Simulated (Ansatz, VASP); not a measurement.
**SiTeS: VASP beside Ansatz**

INCAR

```
SYSTEM = SiTeS
PREC = Accurate
ENCUT = 520
EDIFF = 1E-6
ISMEAR = 0
SIGMA = 0.1
LREAL = .FALSE.
LASPH = .TRUE.
NELM = 60
ALGO = Normal
ISIF = 2
LWAVE = .FALSE.
LCHARG = .TRUE.
GGA = PE
LELF = .TRUE.
LVHAR = .TRUE.
NBANDS = 15
```

Contents of KPOINTS:

```
Automatic mesh
0
G
  4 4 4
  0 0 0
```

File POSCAR:

```
SiTeS
1.0
    4.3578217900      0.0000000000      0.0000000000
    0.0000000000      4.3578217900      0.0000000000
    0.0000000000      0.0000000000      4.4122658700
Si Te S
1 1 1
Direct
    0.5000000000      0.5000000000      0.2004894300
    0.0000000000      0.0000000000      0.4476533600
    0.0000000000      0.0000000000      0.9353274300
```

Input for Ansatz:

```yaml
crystal:
  lattice:
    - [4.35782179, 0.0, 0.0]
    - [0.0, 4.35782179, 0.0]
    - [0.0, 0.0, 4.41226587]
  atoms:
    - { symbol: Si, position: [0.5, 0.5, 0.20048943] }
    - { symbol: Te, position: [0.0, 0.0, 0.44765336] }
    - { symbol: S, position: [0.0, 0.0, 0.93532743] }
basis:
  ecutwfc: 420
kpoints:
  mp_grid: { grid: [4, 4, 4] }
hamiltonian:
  xc: pbe
scf:
  occupations: { method: gaussian, width: 0.1 }
  lower_state_search: "off"
output:
  forces: true
  stress: true
  eigenvalues: true
```

Alike in both runs: task single point; functional PBE; k mesh 4 × 4 × 4; occupations gaussian, width 0.1 eV; no spin polarisation.

|  | VASP | Ansatz |
| --- | --- | --- |
| version | VASP 6.6.1 | Ansatz 0.2.0 |
| potentials or method | VASP PAW PBE potentials, release 64 (Si, Te, S), cutoff 520 eV | scalar-relativistic, plane waves, PAW |
| valence electrons in the cell | 16 | 26 |

|  | VASP | Ansatz | Ansatz less VASP |
| --- | --- | --- | --- |
| gap on the k mesh at the Fermi level (eV) | none | none | - |
| pressure (GPa) | 10.0 | 10.0 | -0.03 |
| traceless stress, the component that is largest in VASP (GPa) | 34.88 | 34.78 | -0.095 |
| rms of the force components (eV/Å) | 0.571 | 0.558 | -0.0135 |

Atom by atom the forces differ by 0.014 eV/Å (rms over components). A gap of «none» marks a metal or a gap that the smearing closes. The functional is the same, so the differences come from potentials, cutoffs and numerics. VASP's potentials hold 16 valence electrons a cell and Ansatz's 26, so a difference there can come from the potentials and not from the codes.

The k mesh is coarse, so the values compare programs but aren't converged. Neither program's run includes spin-orbit coupling.
